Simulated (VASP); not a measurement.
A run of VASP 6.6.1:

File INCAR:

```
  PREC = Accurate
  ENCUT = 520
  EDIFF = 1E-6
  ISMEAR = -1
  SIGMA = 0.05
  LREAL = False
  LASPH = True
  NELM = 150
  ALGO = Normal
  ISIF = 2
  LWAVE = False
  LCHARG = True
  ISPIN = 2
  MAGMOM = 2 2 0 0
  LORBIT = 11
  LMAXMIX = 4
  GGA = CA
  LELF = True
  LVHAR = True
  NBANDS = 27
```

The input KPOINTS:

```
Automatic mesh
0
Gamma
  6 6 3
```

File POSCAR:

```
CoO
1.0
    3.1976457435      0.0000000000      0.0000000000
   -1.5988228718      2.7692424462      0.0000000000
    0.0000000000      0.0000000000      5.2287097100
Co O
2 2
Direct
    0.3365030000      0.6381030000      0.5003980000
    0.0481210000      0.0161470000     -0.0014250000
    0.3062570000      0.6452830000      0.8672390000
    0.0541720000      0.0112240000      0.3867870000
```

Potentials or basis: VASP PAW LDA potentials, release 64 (Co, O).

Command:

```bash
$ cat potpaw_LDA.64/Co/POTCAR potpaw_LDA.64/O/POTCAR > POTCAR
$ mpirun -np 1 vasp_std > vasp.out
```

Hardware: 1 thread of Intel Xeon 8259CL (shared host).

Question: Estimate the wall time of this run.

Answer: It took 4.8 min on 1 thread of Intel Xeon 8259CL, on a shared host, peak memory 0.22 GiB. Counts: scf iterations 19, k points 56.
